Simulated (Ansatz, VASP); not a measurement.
Si: VASP beside Ansatz

Contents of INCAR:

```
SYSTEM = Si
PREC = Accurate
ENCUT = 520
EDIFF = 1E-6
ISMEAR = 0
SIGMA = 0.03
LREAL = .False.
LASPH = .True.
NELM = 60
ALGO = Normal
ISIF = 2
LWAVE = .False.
LCHARG = .False.
GGA = PS
NBANDS = 26
```

Contents of KPOINTS:

```
regular mesh
0
Gamma
  8 8 8
  0 0 0
```

File POSCAR:

```
Si
1.0
   -3.3221878745     -3.3221878745      1.9186812122
   -3.3221878745      3.3221878745     -1.9186812122
    3.3221878745     -3.3221878745     -5.7560436367
Si
8
Direct
    0.5687925568      0.5751999498      0.5014533680
    0.6425391386      0.9106347847      0.9106347847
    0.3574608614      0.0893652153      0.0893652153
    0.3574608614      0.5893652153      0.5893652153
    0.0000000000      0.7680956460      0.4106347847
    0.0000000000      0.2680956461      0.9106347847
    0.0000000000      0.7319043540      0.0893652153
    0.0000000000      0.2319043540      0.5893652153
```

Input for Ansatz:

```yaml
crystal:
  lattice:
    - [-3.3221878745, -3.3221878745, 1.9186812122]
    - [-3.3221878745, 3.3221878745, -1.9186812122]
    - [3.3221878745, -3.3221878745, -5.7560436367]
  atoms:
    - { symbol: Si, position: [0.5687925568, 0.5751999498, 0.501453368] }
    - { symbol: Si, position: [0.6425391386, 0.9106347847, 0.9106347847] }
    - { symbol: Si, position: [0.3574608614, 0.0893652153, 0.0893652153] }
    - { symbol: Si, position: [0.3574608614, 0.5893652153, 0.5893652153] }
    - { symbol: Si, position: [0.0, 0.768095646, 0.4106347847] }
    - { symbol: Si, position: [0.0, 0.2680956461, 0.9106347847] }
    - { symbol: Si, position: [0.0, 0.731904354, 0.0893652153] }
    - { symbol: Si, position: [0.0, 0.231904354, 0.5893652153] }
basis:
  ecutwfc: 420
kpoints:
  mp_grid: { grid: [8, 8, 8] }
hamiltonian:
  xc: pbesol
  pseudopotentials: { kind: paw, azcp: { folder: soft_1 } }
scf:
  occupations: { method: gaussian, width: 0.03 }
output:
  forces: true
  stress: true
  eigenvalues: true
  write_density: true
  write_potential: true
  elf: true
  volumetric_format: npy
```

Alike in both runs: task single point; functional PBEsol; k mesh 8 × 8 × 8; occupations gaussian, width 0.03 eV; no spin polarisation.

```csv
,VASP,Ansatz
version,VASP 6.6.1,Ansatz 0.2.0
potentials or method,"VASP PAW PBE potentials, release 64 (Si), cutoff 520 eV","scalar-relativistic, plane waves, PAW"
valence electrons in the cell,32,32
```

VASP gave:

```
gap on the k mesh at the Fermi level (eV)                     : none
pressure (GPa)                                                : 24.0
traceless stress, the component that is largest in VASP (GPa) : -33.82
rms of the force components (eV/Å)                            : 17.153
```

Task: Estimate Ansatz's values.

Result: gap on the k mesh at the Fermi level (eV): none; pressure (GPa): 23.7; traceless stress, the component that is largest in VASP (GPa): -33.61; rms of the force components (eV/Å): 17.070.

VASP's potentials were made for PBE, not for PBEsol, and Ansatz warns of the same on its side. Atom by atom the forces differ by 0.085 eV/Å (rms over components). A gap of «none» marks a metal or a gap that the smearing closes. The functional is the same, so the differences come from potentials, cutoffs and numerics.
